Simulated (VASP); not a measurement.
Wanted: the native input for a VASP 6.6.1 run.

```yaml
Task: single point
Functional: PBE
Potentials_or_basis: VASP PAW PBE potentials, release 64 (Zn, O)
Cutoff: 520 eV
k_mesh: 12 × 12 × 6
Occupations: gaussian, width 0.05 eV
Spin: no spin polarisation
Dipole_correction: no
Further_INCAR_settings: ALGO = Normal; EDIFF = 1e-06; NBANDS = 26
```

The structure of ZnO lies in POSCAR:

```
ZnO
1.0
    3.0171172954      0.0000000000      0.0000000000
   -1.5085586477      2.6129002241      0.0000000000
    0.0000000000      0.0000000000      5.5048556811
Zn O
2 2
Direct
    0.3333333333      0.6666666667      0.0015026881
    0.6666666667      0.3333333333      0.5015026881
    0.3333333333      0.6666666667      0.3805973119
    0.6666666667      0.3333333333      0.8805973119
```

This cell differs from its parent crystal: strain -0.080 along x and y, +0.040 along z.

The input as run:

INCAR

```
  PREC = Accurate
  ENCUT = 520
  EDIFF = 1E-6
  ISMEAR = 0
  SIGMA = 0.05
  LREAL = False
  LASPH = True
  NELM = 80
  ALGO = Normal
  ISIF = 2
  LWAVE = False
  LCHARG = True
  GGA = PE
  LELF = True
  LVHAR = True
  NBANDS = 26
```

KPOINTS

```
Automatic mesh
0
Gamma
  12 12 6
```

Potentials or basis: VASP PAW PBE potentials, release 64 (Zn, O).

The run is started by

```bash
$ cat potpaw_PBE.64/Zn/POTCAR potpaw_PBE.64/O/POTCAR > POTCAR
$ mpirun -np 1 vasp_std > vasp.out
```

Results of the run:

The pressure is 27.2 GPa and the largest force is 1.420 eV/Å. The band gap on the k mesh is 0.58 eV.

Caveat: the cell differs from its parent crystal (strain -0.080 along x and y, +0.040 along z); the cell stands under pressure; forces of over 1 eV/Å act on the atoms, so gaps and moduli don't describe the material at rest.

It took 100 s on 1 thread of Intel Xeon 8259CL (shared host), peak memory 0.21 GiB.
